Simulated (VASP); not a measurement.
Input of a VASP 6.6.1 run:

Contents of INCAR:

```
SYSTEM = Ir
PREC     = Accurate       ! precision mode
ENCUT    = 520            ! plane-wave cutoff, eV
EDIFF    = 1E-6           ! SCF threshold, eV
ISMEAR   = 0              ! smearing method
SIGMA    = 0.1            ! smearing width, eV
LREAL    = .False.        ! projectors in reciprocal space
LASPH    = .True.         ! aspherical terms in the spheres
NELM     = 80             ! most SCF steps
ALGO     = Fast           ! electronic algorithm
ISIF     = 2              ! what is computed and relaxed
LWAVE    = .False.        ! write WAVECAR
LCHARG   = .False.        ! write CHGCAR
GGA      = PS             ! functional
NBANDS   = 16             ! bands
```

Contents of KPOINTS:

```
Automatic mesh
0
Gamma
  20 20 14
  0 0 0
```

File POSCAR:

```
Ir
1.0
    1.9725235006      1.9725235006      0.0000000000
   -1.9725235006      1.9725235006      0.0000000000
    0.0000000000      0.0000000000      3.9450470013
Ir
2
Direct
    0.0000000000      0.0000000000      0.0000000000
    0.5000000000      0.5000000000      0.5000000000
```

Potentials or basis: VASP PAW PBE potentials, release 64 (Ir).

Run with:

```console
$ cat potpaw_PBE.64/Ir/POTCAR > POTCAR
$ mpirun -np 1 vasp_std > vasp.out
```

(1) Estimate the band gap on the k mesh.

(2) Predict the pressure.

## Answers

(1) zero (band 9 reaches 10.15 eV, above the bottom of band 10 at 7.21 eV).

(2) -26.8 GPa.

Caveat: the cell differs from its parent crystal (equal strain along all axes, cell held: +3.0 %); the PAW data sets were made with another functional, which shifts forces and pressure a little; spin-orbit coupling is left out, which moves the levels of the heavy elements.
